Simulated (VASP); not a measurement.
Crystal: BeTe.

```
Be Te
1.0
     0.00000    2.82862    2.82862
     2.69228    0.00000    2.82862
     2.69228    2.82862    0.00000
Be Te
1 1
Direct
  0.00000 0.00000 0.00000
  0.25000 0.25000 0.25000
```

This cell differs from its parent crystal: uniaxial x strain -4.8%.

Base run:

* Program: VASP 6.6.1
* Functional: r2SCAN
* Potentials or basis: VASP PAW PBE potentials, release 64 (Be, Te)
* Cutoff: 520 eV
* k mesh: 8 × 8 × 8
* Occupations: gaussian, width 0.01 eV
* Spin: no spin polarisation

Its results: band gap on the k mesh 1.84 eV, indirect (least direct gap 3.76 eV); pressure 3.4 GPa.

Question: The run is repeated on the same cell with these changes: functional from r2SCAN to HSE06; k mesh from 8 × 8 × 8 to 6 × 6 × 6. What comes out?

Answer: Band gap on the k mesh 2.14 eV, indirect (least direct gap 4.21 eV); pressure 2.2 GPa.

Several settings changed at once, so the effect can't be laid on one alone.

Caveats: the PAW data sets were made with another functional, which shifts forces and pressure a little; spin-orbit coupling is left out, which moves the levels of the heavy elements.

A k mesh can miss the band edges.
